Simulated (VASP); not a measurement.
# Co (I4_1/amd) in VASP: further runs

Co is run at these levels: PBE; tasks: single point, relaxation of cell and atoms.

Program: VASP 6.6.1. These are calculated values, not measurements. Logs are shortened: lines on timing, memory, paths and dates and some standing lists are left out, and cuts for length are marked.

## Step 1: The cell of the first run

It takes space group I4_1/amd (No. 141, tetragonal). Conventional cell: a = 4.337 Å, b = 4.337 Å, c = 2.366 Å, α = 90.00°, β = 90.00°, γ = 90.00°. Within 3.0 Å of Co (site symmetry -4m2) lie 10 Co at 2.25 to 2.80 Å.

## Step 2: Single point, PBE, collinear spin, ferromagnetic start

Input file INCAR:

```
ALGO = Normal ; EDIFF = 1E-6
ENCUT = 520 ; GGA = PE
ISIF = 2 ; ISMEAR = 0
ISPIN = 2 ; LASPH = True
LCHARG = True ; LELF = True
LMAXMIX = 4 ; LORBIT = 11
LREAL = False ; LVHAR = True
LWAVE = False ; MAGMOM = 3 3
NBANDS = 20 ; NELM = 150
PREC = Accurate ; SIGMA = 0.1
```

Input file KPOINTS:

```
k-points
0
Gamma
  8 8 8
```

Input file POSCAR:

```
Co
1.0
   -2.1687425347      2.1687425347      1.1830890865
    2.1687425347     -2.1687425347      1.1830890865
    2.1687425347      2.1687425347     -1.1830890865
Co
2
Direct
    0.0000000000      0.0000000000      0.0000000000
    0.7500000000      0.2500000000      0.5000000000
```

Potentials or basis: VASP PAW PBE potentials, release 64 (Co).

Launch:

```bash
$ cat potpaw_PBE.64/Co/POTCAR > POTCAR
$ mpirun -np 1 vasp_std > vasp.out
```

OUTCAR:

```text
EDIFF = 1E-6
   ENCUT = 520
   GGA = PE
   ISIF = 2
   ISMEAR = 0
   ISPIN = 2
   LASPH = True
   LORBIT = 11
   LREAL = False
   NELM = 150
   PREC = Accurate

 ion  position               nearest neighbor table
   1  0.000  0.000  0.000-   2 2.25   2 2.25   2 2.25   2 2.25   2 2.80   2 2.80   2 2.80   2 2.80

   2  0.750  0.250  0.500-   1 2.25   1 2.25   1 2.25   1 2.25   1 2.80   1 2.80   1 2.80   1 2.80

  LATTYP: Found a body centered tetragonal cell.
 ALAT       =     4.3374850694
 C/A-ratio  =     0.5455184595

  Lattice vectors:

 A1 = (  -2.1687425347,   2.1687425347,   1.1830890865)
 A2 = (   2.1687425347,  -2.1687425347,   1.1830890865)
 A3 = (   2.1687425347,   2.1687425347,  -1.1830890865)

Analysis of symmetry for initial positions (statically):
=====================================================================
 Subroutine PRICEL returns:
 Original cell was already a primitive cell.

 Routine SETGRP: Setting up the symmetry group for a
 body centered tetragonal supercell.

 Subroutine GETGRP returns: Found 16 space group operations
 (whereof  8 operations were pure point group operations)
 out of a pool of 16 trial point group operations.

The static configuration has the point symmetry D_2d.
 The point group associated with its full space group is D_4h.

Analysis of symmetry for dynamics (positions and initial velocities):
=====================================================================
 Subroutine PRICEL returns:
 Original cell was already a primitive cell.

 Routine SETGRP: Setting up the symmetry group for a
 body centered tetragonal supercell.

 Subroutine GETGRP returns: Found 16 space group operations
 (whereof  8 operations were pure point group operations)
 out of a pool of 16 trial point group operations.

The dynamic configuration has the point symmetry D_2d.
 The point group associated with its full space group is D_4h.

Analysis of structural, dynamic, and magnetic symmetry:
=====================================================================
 Subroutine PRICEL returns:
 Original cell was already a primitive cell.

 Routine SETGRP: Setting up the symmetry group for a
 body centered tetragonal supercell.

 Subroutine GETGRP returns: Found 16 space group operations
 (whereof  8 operations were pure point group operations)
 out of a pool of 16 trial point group operations.

The overall configuration has the point symmetry D_2d.
 The point group associated with its full space group is D_4h.

 Subroutine INISYM returns: Found 16 space group operations
 (whereof  8 operations are pure point group operations),
 and found     1 'primitive' translations

----------------------------------------------------------------------------------------

                                     Primitive cell

  volume of cell :      22.2584

  direct lattice vectors                    reciprocal lattice vectors
    -2.168742535  2.168742535  1.183089087     0.000000000  0.230548344  0.422622443
     2.168742535 -2.168742535  1.183089087     0.230548344  0.000000000  0.422622443
     2.168742535  2.168742535 -1.183089087     0.230548344  0.230548344  0.000000000

  length of vectors
     3.287337547  3.287337547  3.287337547     0.481416938  0.481416938  0.326044595

  position of ions in fractional coordinates (direct lattice)
     0.000000000  0.000000000  0.000000000
     0.750000000  0.250000000  0.500000000

  ion indices of the primitive-cell ions
   primitive index   ion index
                 1           1
                 2           2

----------------------------------------------------------------------------------------

 KPOINTS: k-points

Automatic generation of k-mesh.
 Grid dimensions read from file:
 generate k-points for:    8    8    8

 Generating k-lattice:

  Cartesian coordinates                     Fractional coordinates (reciprocal lattice)
     0.000000000  0.028818543  0.052827805     0.125000000  0.000000000  0.000000000
     0.028818543  0.000000000  0.052827805     0.000000000  0.125000000  0.000000000
     0.028818543  0.028818543  0.000000000     0.000000000  0.000000000  0.125000000

  Length of vectors
     0.060177117  0.060177117  0.040755574

  Shift w.r.t. Gamma in fractional coordinates (k-lattice)
     0.000000000  0.000000000  0.000000000

 Subroutine IBZKPT returns following result:
 ===========================================

 Found     59 irreducible k-points:

 Following reciprocal coordinates:
            Coordinates               Weight
  0.000000  0.000000  0.000000      1.000000
  0.125000  0.000000  0.000000      8.000000
  0.250000  0.000000  0.000000      8.000000
  0.375000  0.000000  0.000000      8.000000
  0.500000  0.000000  0.000000      4.000000
  0.125000  0.125000  0.000000      8.000000
[... 16 lines left out ...]
  0.250000  0.125000  0.125000     16.000000
  0.375000  0.125000  0.125000      8.000000
 [... further k-points ...]
   k-points           NKPTS =     59   k-points in BZ     NKDIM =     59   number of bands    NBANDS=     20
   number of dos      NEDOS =    301   number of ions     NIONS =      2
   total plane-waves  NPLWV =  13824
   dimension x,y,z NGX =    24 NGY =   24 NGZ =   24
   dimension x,y,z NGXF=    48 NGYF=   48 NGZF=   48
   ions per type =               2
   NGX,Y,Z   is equivalent  to a cutoff of  12.14, 12.14, 12.14 a.u.
   NGXF,Y,Z  is equivalent  to a cutoff of  24.27, 24.27, 24.27 a.u.
 SYSTEM =  unknown system
   PREC   = accura    normal or accurate (medium, high low for compatibility)
   ISTART =      0    job   : 0-new  1-cont  2-samecut
   ICHARG =      2    charge: 1-file 2-atom 10-const
   ISPIN  =      2    spin polarized calculation?
   LNONCOLLINEAR =      F non collinear calculations
   LSORBIT =      F    spin-orbit coupling
   LASPH  =      T    aspherical Exc in radial PAW
   ENCUT  =  520.0 eV  38.22 Ry    6.18 a.u.   6.11  6.11  6.11*2*pi/ulx,y,z
   NELM   =    150;   NELMIN=  2; NELMDL= -5     # of ELM steps
   EDIFF  = 0.1E-05   stopping-criterion for ELM
   LREAL  =      F    real-space projection
   EDIFFG = 0.1E-04   stopping-criterion for IOM
   NSW    =      0    number of steps for IOM
   IBRION =     -1    ionic relax: 0-MD 1-quasi-New 2-CG
   NFREE  =      0    steps in history (QN), initial steepest desc. (CG)
   ISIF   =      2    stress and relaxation
   ISYM   =      2    0-nonsym 1-usesym 2-fastsym
   POTIM  = 0.5000    time-step for ionic-motion
   TEBEG  =    0.0;   TEEND  =   0.0 temperature during run
   PSTRESS=    0.0 pullay stress
   NELECT =      18.0000    total number of electrons
   NUPDOWN=      -1.0000    fix difference up-down
   EMIN   =  10.00;   EMAX   =-10.00  energy-range for DOS
   EFERMI =   0.00;   METHOD = LEGACY
   ISMEAR =     0;   SIGMA  =   0.10  broadening in eV -4-tet -1-fermi 0-gaus
   EFERMI_NEDOS =   21; number of points for ismear=-14 and -15
   IALGO  =     38    algorithm
   IMIX   =      4    mixing-type and parameters
     AMIX     =   0.40;   BMIX     =  1.00
     AMIX_MAG =   1.60;   BMIX_MAG =  1.00
  volume/ion in A,a.u.               =      11.13        75.10
  Fermi-wavevector in a.u.,A,eV,Ry     =   1.525227  2.882261 31.651475  2.326318
  Thomas-Fermi vector in A             =   2.633426
   LORBIT       =     11    0 simple, 1 ext, 2 COOP (PROOUT), +10 PAW based schemes
   GGA     = PE    functional components
   LHFCALC =     F    Hartree Fock is set to
   AEXX    =    0.0000 exact exchange contribution
   IVDW    =     0    specifies the selected vdW correction
   LEPSILON=     F    determine dielectric tensor
   LRPA    =     F    only Hartree local field effects (RPA)
 spin polarized calculation
 Gauss-broadening in eV      SIGMA  =   0.10
  energy-cutoff  :      520.00
  volume of cell :       22.26
 maximum number of plane-waves:       612
   NGX = 13   NGY = 13   NGZ = 13

 number of electron      18.0000016 magnetization       3.4466767

 Free energy of the ion-electron system (eV)
  ---------------------------------------------------
  ext. energy  EPLUGINS =         0.00000000
  ---------------------------------------------------
  free energy    TOTEN  =       -12.93167797 eV

  energy without entropy =      -12.91994106  energy(sigma->0) =      -12.92580951

 E-fermi :  10.1893     XC(G=0): -13.1915

 val. band max:       10.1783726210   @ k =   0.3750   0.3750   0.1250
 cond. band min:      10.2178866238   @ k =  -0.3750   0.2500   0.0000
 fundamental gap:      0.0395140029
 Fermi energy:        10.1893305762

 spin component 1

 k-point     1 :       0.0000    0.0000    0.0000
  band No.  band energies     occupation
      1       1.1817      1.00000
      2       4.6358      1.00000
      3       5.8393      1.00000
      4       6.2202      1.00000
      5       6.6293      1.00000
      6       8.4484      1.00000
[... 12 lines left out ...]
     19      36.3865      0.00000
     20      36.3866      0.00000
[... 507 lines left out ...]
 k-point    24 :       0.3750    0.1250    0.1250
  band No.  band energies     occupation
      1       5.1881      1.00000
      2       5.2423      1.00000
      3       5.8873      1.00000
      4       6.6980      1.00000
      5       6.9288      1.00000
      6       7.8887      1.00000
[... 12 lines left out ...]
     19      32.6066      0.00000
     20      32.6763      0.00000

 [... further k-points ...]

 spin component 2

 k-point     1 :       0.0000    0.0000    0.0000
  band No.  band energies     occupation
      1       1.2974      1.00000
      2       6.0029      1.00000
      3       7.1359      1.00000
      4       7.5671      1.00000
      5       8.1192      1.00000
      6      10.3912      0.00216
[... 12 lines left out ...]
     19      36.5528      0.00000
     20      36.5528      0.00000
[... 507 lines left out ...]
 k-point    24 :       0.3750    0.1250    0.1250
  band No.  band energies     occupation
      1       6.3691      1.00000
      2       6.5097      1.00000
      3       7.1810      1.00000
      4       8.0839      1.00000
      5       8.3339      1.00000
      6       9.7223      1.00000
[... 12 lines left out ...]
     19      32.7116      0.00000
     20      33.1970      0.00000

 [... further k-points ...]

------------------------ aborting loop because EDIFF is reached ----------------------------------------

  FORCE on cell =-STRESS in cart. coord.  units (eV):
  Direction    XX          YY          ZZ          XY          YZ          ZX
  --------------------------------------------------------------------------------------
  -------------------------------------------------------------------------------------
  Total        2.5290948      2.5290948      1.5888458      0.0000000     -0.0000000      0.0000000
  in kB      182.0464699    182.0464699    114.3665179      0.0000000     -0.0000000      0.0000000
  external PRESSURE =     159.4864859 kB  Pullay stress =       0.0000000 kB

 VOLUME and BASIS-vectors are now :
 -----------------------------------------------------------------------------
  energy-cutoff  :      520.00
  volume of cell :       22.26
      direct lattice vectors                 reciprocal lattice vectors
    -2.168742535  2.168742535  1.183089087     0.000000000  0.230548344  0.422622443
     2.168742535 -2.168742535  1.183089087     0.230548344  0.000000000  0.422622443
     2.168742535  2.168742535 -1.183089087     0.230548344  0.230548344  0.000000000

 POSITION                                       TOTAL-FORCE (eV/Angst)
 -----------------------------------------------------------------------------------
      0.00000      0.00000      0.00000        -0.000000      0.000000     -0.000000
      0.00000      2.16874      0.59154         0.000000     -0.000000      0.000000
 -----------------------------------------------------------------------------------
    total drift:                                0.000000      0.000000     -0.000000

  FREE ENERGIE OF THE ION-ELECTRON SYSTEM (eV)
  ---------------------------------------------------
  free  energy   TOTEN  =       -12.9316779677 eV

  energy  without entropy=      -12.9199410581  energy(sigma->0) =      -12.92580951

 total charge

# of ion       s       p       d       tot
------------------------------------------
    1        0.518   0.503   7.326   8.347
    2        0.518   0.503   7.326   8.347
--------------------------------------------------
tot          1.036   1.006  14.652  16.694

 magnetization (x)

# of ion       s       p       d       tot
------------------------------------------
    1       -0.002  -0.021   1.747   1.724
    2       -0.002  -0.021   1.747   1.724
--------------------------------------------------
tot         -0.005  -0.042   3.494   3.447
```

Wall time 34 s (1 thread of Intel Xeon 6975P-C (Granite Rapids), shared host); peak memory 0.16 GiB.

What came out:

* Free energy: -12.9317 eV
* Pressure: 15.9 GPa
* Net moment: 3.45 μB per cell
* Site moments: Co +1.72 μB
* Valence electrons inside the program's atomic spheres: Co 8.35

Stress tensor (GPa, compression positive):
```
18.20  0.00  0.00
 0.00 18.20  0.00
 0.00  0.00 11.44
```

Caveat: the k points lie up to 0.38 Å⁻¹ apart.

## Step 3: Single point, PBE, collinear spin, ferromagnetic start

This run uses another cell than the first one, of 12.11 Å³/atom, 1.088 times its volume.

Input file INCAR:

```
SYSTEM = Co
PREC = Accurate ; ENCUT = 520
EDIFF = 1E-6 ; ISMEAR = 0
SIGMA = 0.1 ; LREAL = .False.
LASPH = .True. ; NELM = 150
ALGO = Fast ; ISIF = 2
LWAVE = .False. ; LCHARG = .False.
ISPIN = 2 ; MAGMOM = 1.93 1.93
LORBIT = 11 ; LMAXMIX = 4
GGA = PE ; NBANDS = 20
```

Input file KPOINTS:

```
regular mesh
0
Gamma
  8 8 8
  0 0 0
```

Input file POSCAR:

```
Co
1.0
   -2.2516222384      2.2516222384      1.1942883479
    2.2516222384     -2.2516222384      1.1942883479
    2.2516222384      2.2516222384     -1.1942883479
Co
2
Direct
    0.0000000000      0.0000000000      0.0000000000
    0.7500000000      0.2500000000      0.5000000000
```

Potentials or basis: VASP PAW PBE potentials, release 64 (Co).

Launch:

```bash
$ cat potpaw_PBE.64/Co/POTCAR > POTCAR
$ mpirun -np 1 vasp_std > vasp.out
```

Run time: 97 s. Hardware: 1 thread of Intel Xeon 6975P-C (Granite Rapids), shared host; peak memory 0.19 GiB.

Results (log left out):

```yaml
Free_energy: -13.0243 eV
Pressure: -0.7 GPa
Net_moment: 3.59 μB per cell
Site_moments: Co +1.81 μB
Valence_electrons_inside_the_program's_atomic_spheres: Co 8.19
```

Stress tensor (GPa, compression positive):
```
-0.86  0.00  0.00
 0.00 -0.86  0.00
 0.00  0.00 -0.51
```

Levels at points of the mesh, in eV from the Fermi level:
Spin up:
| k point | band 9 | band 10 | band 11 | band 12 | band 13 | band 14 |
| --- | --- | --- | --- | --- | --- | --- |
| (0.00, 0.00, 0.00) | -1.71 | -1.09 | -0.22 | 5.65 | 5.65 | 11.66 |
| (0.50, 0.00, 0.00) | -1.06 | -0.93 | 1.09 | 4.30 | 7.51 | 7.99 |
| (0.50, 0.50, 0.00) | -1.37 | -1.37 | -1.17 | -1.17 | 11.52 | 11.52 |
| (0.50, 0.50, 0.50) | -1.59 | -1.59 | -1.22 | -1.22 | 3.99 | 3.99 |
Spin down:
| k point | band 4 | band 5 | band 6 | band 7 | band 8 | band 9 | band 10 | band 11 |
| --- | --- | --- | --- | --- | --- | --- | --- | --- |
| (0.00, 0.00, 0.00) | -2.50 | -1.98 | 0.31 | 0.31 | 0.35 | 0.35 | 1.23 | 1.51 |
| (0.50, 0.00, 0.00) | -2.08 | -0.74 | -0.74 | -0.65 | 0.43 | 0.73 | 0.75 | 2.27 |
| (0.50, 0.50, 0.00) | -2.28 | -1.56 | -1.56 | -0.09 | -0.09 | 0.68 | 0.68 | 0.84 |
| (0.50, 0.50, 0.50) | -1.99 | -1.23 | -1.23 | -0.03 | -0.03 | 0.46 | 0.46 | 0.50 |

Caveat: the k points lie up to 0.37 Å⁻¹ apart.

(Continued in part 2 of 2.)
